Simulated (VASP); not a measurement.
# Al3BSb2 (P-3m1) in VASP: notebook

Runs on Al3BSb2. Level: PBE. Tasks: single point.

Everything below comes from runs of VASP 6.6.1. Logs are shortened: lines on timing, memory, paths and dates and some standing lists are left out, and cuts for length are marked.

## (1) The cell of the first run

The structure is trigonal, space group P-3m1 (No. 164). The conventional cell has a = 3.493 Å, b = 3.493 Å, c = 10.822 Å, α = 90.00°, β = 90.00°, γ = 120.00°. Al (site symmetry 3m) has 3 B at 2.22 Å and 3 Al at 2.74 Å within 2.9 Å. Al (site symmetry -3m) has 6 Sb at 2.87 Å and 6 Al at 3.49 Å within 3.8 Å. Within 2.9 Å of B (site symmetry -3m) lie 6 Al at 2.22 Å. Within 3.8 Å of Sb (site symmetry 3m) lie 6 Al at 2.87 to 3.17 Å and 6 Sb at 3.49 Å.

## (2) Single point, PBE

Input file INCAR:

```
PREC = Accurate ; ENCUT = 520
EDIFF = 1E-7 ; ISMEAR = 0
SIGMA = 0.1 ; LREAL = False
LASPH = True ; NELM = 100
ALGO = Normal ; ISIF = 2
LWAVE = False ; LCHARG = False
GGA = PE ; NBANDS = 20
```

Input file KPOINTS:

```
Automatic mesh
0
Gamma
  12 12 4
```

Input file POSCAR:

```
Al3BSb2
1.0
    3.4930244575      0.0000000000      0.0000000000
   -1.7465122288      3.0250479162      0.0000000000
    0.0000000000      0.0000000000     10.8221465725
Al B Sb
3 1 2
Direct
    0.3333333333      0.6666666667      0.0855463777
    0.6666666667      0.3333333333      0.9144536223
    0.0000000000      0.0000000000      0.5000000000
    0.0000000000      0.0000000000      0.0000000000
    0.6666666667      0.3333333333      0.3118526187
    0.3333333333      0.6666666667      0.6881473813
```

Potentials or basis: VASP PAW PBE potentials, release 64 (Al, B, Sb).

Run with:

```console
$ cat potpaw_PBE.64/Al/POTCAR potpaw_PBE.64/B/POTCAR potpaw_PBE.64/Sb/POTCAR > POTCAR
$ mpirun -np 1 vasp_std > vasp.out
```

OUTCAR:

```text
PREC = Accurate
   ENCUT = 520
   EDIFF = 1E-7
   ISMEAR = 0
   LREAL = False
   LASPH = True
   NELM = 100
   ISIF = 2
   GGA = PE

 ion  position               nearest neighbor table
   1  0.333  0.667  0.086-   4 2.22   4 2.22   4 2.22   2 2.74   2 2.74   2 2.74   5 3.17   5 3.17
                             5 3.17
   2  0.667  0.333  0.914-   4 2.22   4 2.22   4 2.22   1 2.74   1 2.74   1 2.74   6 3.17   6 3.17
                             6 3.17
   3  0.000  0.000  0.500-   5 2.87   6 2.87   6 2.87   5 2.87   5 2.87   6 2.87
   4  0.000  0.000  0.000-   1 2.22   2 2.22   1 2.22   2 2.22   2 2.22   1 2.22
   5  0.667  0.333  0.312-   3 2.87   3 2.87   3 2.87   1 3.17   1 3.17   1 3.17
   6  0.333  0.667  0.688-   3 2.87   3 2.87   3 2.87   2 3.17   2 3.17   2 3.17

  LATTYP: Found a hexagonal cell.
 ALAT       =     3.4930244575
 C/A-ratio  =     3.0982166613

  Lattice vectors:

 A1 = (   3.4930244575,   0.0000000000,   0.0000000000)
 A2 = (  -1.7465122288,   3.0250479162,   0.0000000000)
 A3 = (   0.0000000000,   0.0000000000,  10.8221465725)

Analysis of symmetry for initial positions (statically):
=====================================================================
 Subroutine PRICEL returns:
 Original cell was already a primitive cell.

 Routine SETGRP: Setting up the symmetry group for a
 hexagonal supercell.

 Subroutine GETGRP returns: Found 12 space group operations
 (whereof 12 operations were pure point group operations)
 out of a pool of 24 trial point group operations.

The static configuration has the point symmetry D_3d.

Analysis of symmetry for dynamics (positions and initial velocities):
=====================================================================
 Subroutine PRICEL returns:
 Original cell was already a primitive cell.

 Routine SETGRP: Setting up the symmetry group for a
 hexagonal supercell.

 Subroutine GETGRP returns: Found 12 space group operations
 (whereof 12 operations were pure point group operations)
 out of a pool of 24 trial point group operations.

The dynamic configuration has the point symmetry D_3d.

 Subroutine INISYM returns: Found 12 space group operations
 (whereof 12 operations are pure point group operations),
 and found     1 'primitive' translations

----------------------------------------------------------------------------------------

                                     Primitive cell

  volume of cell :     114.3529

  direct lattice vectors                    reciprocal lattice vectors
     3.493024457  0.000000000  0.000000000     0.286284855  0.165286638  0.000000000
    -1.746512229  3.025047916  0.000000000     0.000000000  0.330573276  0.000000000
     0.000000000  0.000000000 10.822146572     0.000000000  0.000000000  0.092403110

  length of vectors
     3.493024457  3.493024457 10.822146572     0.330573276  0.330573276  0.092403110

  position of ions in fractional coordinates (direct lattice)
     0.333333333  0.666666667  0.085546378
     0.666666667  0.333333333  0.914453622
     0.000000000  0.000000000  0.500000000
     0.000000000  0.000000000  0.000000000
     0.666666667  0.333333333  0.311852619
     0.333333333  0.666666667  0.688147381

  ion indices of the primitive-cell ions
   primitive index   ion index
                 1           1
                 2           2
                 3           3
                 4           4
                 5           5
                 6           6

----------------------------------------------------------------------------------------

 KPOINTS: Automatic mesh

Automatic generation of k-mesh.
 Grid dimensions read from file:
 generate k-points for:   12   12    4

 Generating k-lattice:

  Cartesian coordinates                     Fractional coordinates (reciprocal lattice)
     0.023857071  0.013773887  0.000000000     0.083333333  0.000000000  0.000000000
     0.000000000  0.027547773  0.000000000     0.000000000  0.083333333  0.000000000
     0.000000000  0.000000000  0.023100777     0.000000000  0.000000000  0.250000000

  Length of vectors
     0.027547773  0.027547773  0.023100777

  Shift w.r.t. Gamma in fractional coordinates (k-lattice)
     0.000000000  0.000000000  0.000000000

 Subroutine IBZKPT returns following result:
 ===========================================

 Found     69 irreducible k-points:

 Following reciprocal coordinates:
            Coordinates               Weight
  0.000000  0.000000  0.000000      1.000000
  0.083333  0.000000  0.000000      6.000000
  0.166667  0.000000  0.000000      6.000000
  0.250000  0.000000  0.000000      6.000000
  0.333333  0.000000  0.000000      6.000000
  0.416667  0.000000  0.000000      6.000000
[... 16 lines left out ...]
  0.166667  0.000000  0.250000      6.000000
  0.000000  0.166667  0.250000      6.000000
 [... further k-points ...]
   k-points           NKPTS =     69   k-points in BZ     NKDIM =     69   number of bands    NBANDS=     20
   number of dos      NEDOS =    301   number of ions     NIONS =      6
   total plane-waves  NPLWV =  62720
   dimension x,y,z NGX =    28 NGY =   28 NGZ =   80
   dimension x,y,z NGXF=    56 NGYF=   56 NGZF=  160
   ions per type =               3   1   2
   NGX,Y,Z   is equivalent  to a cutoff of  13.33, 13.33, 12.29 a.u.
   NGXF,Y,Z  is equivalent  to a cutoff of  26.65, 26.65, 24.58 a.u.
 SYSTEM =  unknown system
   PREC   = accura    normal or accurate (medium, high low for compatibility)
   ISTART =      0    job   : 0-new  1-cont  2-samecut
   ICHARG =      2    charge: 1-file 2-atom 10-const
   ISPIN  =      1    spin polarized calculation?
   LNONCOLLINEAR =      F non collinear calculations
   LSORBIT =      F    spin-orbit coupling
   LASPH  =      T    aspherical Exc in radial PAW
   ENCUT  =  520.0 eV  38.22 Ry    6.18 a.u.   6.49  6.49 20.12*2*pi/ulx,y,z
   NELM   =    100;   NELMIN=  2; NELMDL= -5     # of ELM steps
   EDIFF  = 0.1E-06   stopping-criterion for ELM
   LREAL  =      F    real-space projection
   EDIFFG = 0.1E-05   stopping-criterion for IOM
   NSW    =      0    number of steps for IOM
   IBRION =     -1    ionic relax: 0-MD 1-quasi-New 2-CG
   NFREE  =      0    steps in history (QN), initial steepest desc. (CG)
   ISIF   =      2    stress and relaxation
   ISYM   =      2    0-nonsym 1-usesym 2-fastsym
   POTIM  = 0.5000    time-step for ionic-motion
   TEBEG  =    0.0;   TEEND  =   0.0 temperature during run
   PSTRESS=    0.0 pullay stress
   NELECT =      22.0000    total number of electrons
   NUPDOWN=      -1.0000    fix difference up-down
   EMIN   =  10.00;   EMAX   =-10.00  energy-range for DOS
   EFERMI =   0.00;   METHOD = LEGACY
   ISMEAR =     0;   SIGMA  =   0.10  broadening in eV -4-tet -1-fermi 0-gaus
   EFERMI_NEDOS =   21; number of points for ismear=-14 and -15
   IALGO  =     38    algorithm
   IMIX   =      4    mixing-type and parameters
     AMIX     =   0.40;   BMIX     =  1.00
     AMIX_MAG =   1.60;   BMIX_MAG =  1.00
  volume/ion in A,a.u.               =      19.06       128.62
  Fermi-wavevector in a.u.,A,eV,Ry     =   0.945076  1.785934 12.152291  0.893168
  Thomas-Fermi vector in A             =   2.072942
   LORBIT       =      0    0 simple, 1 ext, 2 COOP (PROOUT), +10 PAW based schemes
   GGA     = PE    functional components
   LHFCALC =     F    Hartree Fock is set to
   AEXX    =    0.0000 exact exchange contribution
   IVDW    =     0    specifies the selected vdW correction
   LEPSILON=     F    determine dielectric tensor
   LRPA    =     F    only Hartree local field effects (RPA)
 non-spin polarized calculation
 Gauss-broadening in eV      SIGMA  =   0.10
  energy-cutoff  :      520.00
  volume of cell :      114.35
 maximum number of plane-waves:      3136
 NGX is ok and might be reduce to    28

 number of electron      21.9999999 magnetization

 Free energy of the ion-electron system (eV)
  ---------------------------------------------------
  ext. energy  EPLUGINS =         0.00000000
  ---------------------------------------------------
  free energy    TOTEN  =       -25.20783199 eV

  energy without entropy =      -25.19817083  energy(sigma->0) =      -25.20300141

 E-fermi :   7.5741     XC(G=0): -10.1330

 val. band max:        7.5548420010   @ k =   0.5000   0.0000   0.5000
 cond. band min:       7.5964428966   @ k =   0.3333   0.1667   0.0000
 fundamental gap:      0.0416008956
 Fermi energy:         7.5741214909

 k-point     1 :       0.0000    0.0000    0.0000
  band No.  band energies     occupation
      1      -4.6546      2.00000
      2      -3.8146      2.00000
      3      -3.1516      2.00000
      4       1.1789      2.00000
      5       1.6104      2.00000
      6       6.4765      2.00000
[... 12 lines left out ...]
     19      13.6326      0.00000
     20      14.4118      0.00000

 k-point     2 :       0.0833    0.0000    0.0000
  band No.  band energies     occupation
      1      -4.5450      2.00000
      2      -3.7079      2.00000
      3      -3.0489      2.00000
      4       1.2848      2.00000
      5       1.7185      2.00000
      6       6.5507      2.00000
[... 12 lines left out ...]
     19      13.7964      0.00000
     20      14.4477      0.00000

 k-point     3 :       0.1667    0.0000    0.0000
  band No.  band energies     occupation
      1      -4.2183      2.00000
      2      -3.3910      2.00000
      3      -2.7420      2.00000
      4       1.5972      2.00000
      5       2.0392      2.00000
      6       5.9682      2.00000
[... 12 lines left out ...]
     19      13.3941      0.00000
     20      14.2431      0.00000

 k-point     4 :       0.2500    0.0000    0.0000
  band No.  band energies     occupation
      1      -3.6820      2.00000
      2      -2.8773      2.00000
      3      -2.2355      2.00000
      4       2.0858      2.00000
      5       2.5531      2.00000
      6       4.4222      2.00000
[... 12 lines left out ...]
     19      13.3130      0.00000
     20      14.0461      0.00000

 k-point     5 :       0.3333    0.0000    0.0000
  band No.  band energies     occupation
      1      -2.9573      2.00000
      2      -2.2080      2.00000
      3      -1.5414      2.00000
      4       2.3995      2.00000
      5       3.0822      2.00000
      6       3.1770      2.00000
[... 12 lines left out ...]
     19      13.0658      0.00000
     20      13.6179      0.00000

 k-point     6 :       0.4167    0.0000    0.0000
  band No.  band energies     occupation
      1      -2.1139      2.00000
      2      -1.5322      2.00000
      3      -0.7020      2.00000
      4       1.3864      2.00000
      5       2.1718      2.00000
      6       2.7145      2.00000
[... 12 lines left out ...]
     19      12.8444      0.00000
     20      13.0993      0.00000

 k-point     7 :       0.5000    0.0000    0.0000
  band No.  band energies     occupation
      1      -1.5122      2.00000
      2      -1.3119      2.00000
      3      -0.0681      2.00000
      4       0.7210      2.00000
      5       1.4700      2.00000
      6       2.1362      2.00000
[... 12 lines left out ...]
     19      12.6401      0.00000
     20      12.7638      0.00000
[... 277 lines left out ...]
 k-point    20 :       0.0000    0.0000    0.2500
  band No.  band energies     occupation
      1      -4.6071      2.00000
      2      -3.9912      2.00000
      3      -2.9549      2.00000
      4       0.5040      2.00000
      5       2.5782      2.00000
      6       5.4163      2.00000
[... 12 lines left out ...]
     19      13.6015      0.00000
     20      14.3514      0.00000

 k-point    21 :       0.0833    0.0000    0.2500
  band No.  band energies     occupation
      1      -4.4975      2.00000
      2      -3.8845      2.00000
      3      -2.8531      2.00000
      4       0.6143      2.00000
      5       2.6817      2.00000
      6       5.4974      2.00000
[... 12 lines left out ...]
     19      13.9565      0.00000
     20      14.4990      0.00000

 k-point    22 :       0.0000    0.0833    0.2500
  band No.  band energies     occupation
      1      -4.4975      2.00000
      2      -3.8844      2.00000
      3      -2.8531      2.00000
      4       0.6147      2.00000
      5       2.6801      2.00000
      6       5.5032      2.00000
[... 12 lines left out ...]
     19      13.7628      0.00000
     20      14.0505      0.00000

 k-point    23 :       0.1667    0.0000    0.2500
  band No.  band energies     occupation
      1      -4.1705      2.00000
      2      -3.5668      2.00000
      3      -2.5495      2.00000
      4       0.9416      2.00000
      5       2.9892      2.00000
      6       5.6303      2.00000
[... 12 lines left out ...]
     19      13.6337      0.00000
     20      13.8254      0.00000

 k-point    24 :       0.0000    0.1667    0.2500
  band No.  band energies     occupation
      1      -4.1707      2.00000
      2      -3.5663      2.00000
      3      -2.5501      2.00000
      4       0.9453      2.00000
      5       2.9721      2.00000
      6       5.7496      2.00000
[... 12 lines left out ...]
     19      13.4795      0.00000
     20      13.8881      0.00000

 [... further k-points ...]
[... 5 lines left out ...]
  --------------------------------------------------------------------------------------
  -------------------------------------------------------------------------------------
  Total        0.0034837      0.0034837      0.0452560     -0.0000000      0.0000000     -0.0000000
  in kB        0.0488092      0.0488092      0.6340729     -0.0000000      0.0000000     -0.0000000
  external PRESSURE =       0.2438971 kB  Pullay stress =       0.0000000 kB

 VOLUME and BASIS-vectors are now :
 -----------------------------------------------------------------------------
  energy-cutoff  :      520.00
  volume of cell :      114.35
      direct lattice vectors                 reciprocal lattice vectors
     3.493024457  0.000000000  0.000000000     0.286284855  0.165286638  0.000000000
    -1.746512229  3.025047916  0.000000000     0.000000000  0.330573276  0.000000000
     0.000000000  0.000000000 10.822146572     0.000000000  0.000000000  0.092403110

 POSITION                                       TOTAL-FORCE (eV/Angst)
 -----------------------------------------------------------------------------------
     -0.00000      2.01670      0.92580        -0.000000     -0.000000     -0.015264
      1.74651      1.00835      9.89635         0.000000      0.000000      0.015264
      0.00000      0.00000      5.41107        -0.000000      0.000000      0.000000
      0.00000      0.00000      0.00000        -0.000000      0.000000      0.000000
      1.74651      1.00835      3.37491        -0.000000      0.000000     -0.019216
     -0.00000      2.01670      7.44723         0.000000     -0.000000      0.019216
 -----------------------------------------------------------------------------------
    total drift:                               -0.000000     -0.000000      0.000000

  FREE ENERGIE OF THE ION-ELECTRON SYSTEM (eV)
  ---------------------------------------------------
  free  energy   TOTEN  =       -25.2078319884 eV

  energy  without entropy=      -25.1981708327  energy(sigma->0) =      -25.20300141
```

It took 2.4 min on 1 thread of Intel Xeon Platinum 8259CL at 2.50GHz (Skylake/Cascade Lake), shared host; peak memory 0.34 GiB.

Results:

| Property | Result |
| --- | --- |
| Free energy | -25.2078 eV |
| Pressure | 0.0 GPa |
| Largest force | 0.019 eV/Å |
| Band gap on the k mesh | zero (band 11 reaches 10.50 eV, above the bottom of band 12 at 5.70 eV) |

Forces in eV/Å, atoms in the order of the input:
```
Al   0.000  0.000 -0.015
Al   0.000  0.000  0.015
Al   0.000  0.000  0.000
B    0.000  0.000  0.000
Sb   0.000  0.000 -0.019
Sb   0.000  0.000  0.019
```

Caveat: spin-orbit coupling is left out, which moves the levels of the heavy elements.

## (3) Single point, PBE

This run uses another cell than the first one: it holds 12 atoms, not 6.

Input file INCAR:

```
SYSTEM = Al3BSb2
  PREC = Accurate
  ENCUT = 520
  EDIFF = 1E-7
  ISMEAR = 0
  SIGMA = 0.2
  LREAL = .FALSE.
  LASPH = .TRUE.
  NELM = 60
  ALGO = Normal
  ISIF = 2
  LWAVE = .FALSE.
  LCHARG = .FALSE.
  GGA = PE
  NBANDS = 34
```

Input file KPOINTS:

```
regular mesh
0
G
  6 4 2
  0 0 0
```

Input file POSCAR:

```
Al3BSb2
1.0
    3.4930244575      0.0000000000      0.0000000000
   -0.0000000001      6.0500958325      0.0000000000
    0.0000000000      0.0000000000     10.8221465725
Al B Sb
6 2 4
Direct
    1.0000000000      0.3333333333      0.0855463777
    0.5000000000      0.8333333333      0.0855463777
    0.5000000000      0.1666666667      0.9144536223
    1.0000000000      0.6666666667      0.9144536223
    1.0000000000      1.0000000000      0.5000000000
    0.5000000000      0.5000000000      0.5000000000
    0.0000000000      0.0000000000      1.0000000000
    0.5000000000      0.5000000000      0.0000000000
    0.5000000000      0.1666666667      0.3118526187
    1.0000000000      0.6666666667      0.3118526187
    1.0000000000      0.3333333333      0.6881473813
    0.5000000000      0.8333333333      0.6881473813
```

Potentials or basis: VASP PAW PBE potentials, release 64 (Al, B, Sb).

Run with:

```console
$ cat potpaw_PBE.64/Al/POTCAR potpaw_PBE.64/B/POTCAR potpaw_PBE.64/Sb/POTCAR > POTCAR
$ mpirun -np 1 vasp_std > vasp.out
```

It took 3.3 min on 1 thread of Intel Xeon Platinum 8259CL at 2.50GHz (Skylake/Cascade Lake), shared host; peak memory 0.42 GiB.

Results (log left out):

```
Free energy            : -50.3583 eV
Pressure               : 0.0 GPa
Largest force          : 0.094 eV/Å
Band gap on the k mesh : zero (band 22 reaches 8.80 eV, above the bottom of band 23 at 6.47 eV)
```

Forces in eV/Å, atoms in the order of the input:
```
Al   0.000 -0.014 -0.039
Al   0.000 -0.014 -0.039
Al   0.000  0.014  0.039
Al   0.000  0.014  0.039
Al   0.000  0.000  0.000
Al   0.000  0.000  0.000
B    0.000  0.000  0.000
B    0.000  0.000  0.000
Sb   0.000  0.021 -0.092
Sb   0.000  0.021 -0.092
Sb   0.000 -0.021  0.092
Sb   0.000 -0.021  0.092
```

Stress tensor (GPa, compression positive):
```
 0.27  0.00  0.00
 0.00 -0.02  0.09
 0.00  0.09 -0.15
```

Levels at points of the mesh, in eV from the Fermi level:
```tsv
k point	band 20	band 21	band 22	band 23	band 24	band 25
(0.00, 0.00, 0.00)	0.36	0.40	0.75	1.96	2.03	2.81
(0.50, 0.00, 0.00)	-2.83	-2.36	-2.36	-0.38	-0.38	0.83
(0.00, 0.50, 0.00)	-0.41	0.99	0.99	1.41	1.41	1.71
(0.50, 0.50, 0.00)	-1.69	-1.64	-1.64	0.05	0.05	0.75
(0.00, 0.00, 0.50)	0.35	0.36	0.94	1.56	2.42	2.85
(0.50, 0.00, 0.50)	-2.37	-1.45	-1.45	-1.15	-1.15	0.40
(0.00, 0.50, 0.50)	-0.92	0.89	0.89	1.47	1.47	1.87
(0.50, 0.50, 0.50)	-0.68	-0.07	-0.07	0.02	0.02	0.27
```

Caveat: spin-orbit coupling is left out, which moves the levels of the heavy elements.
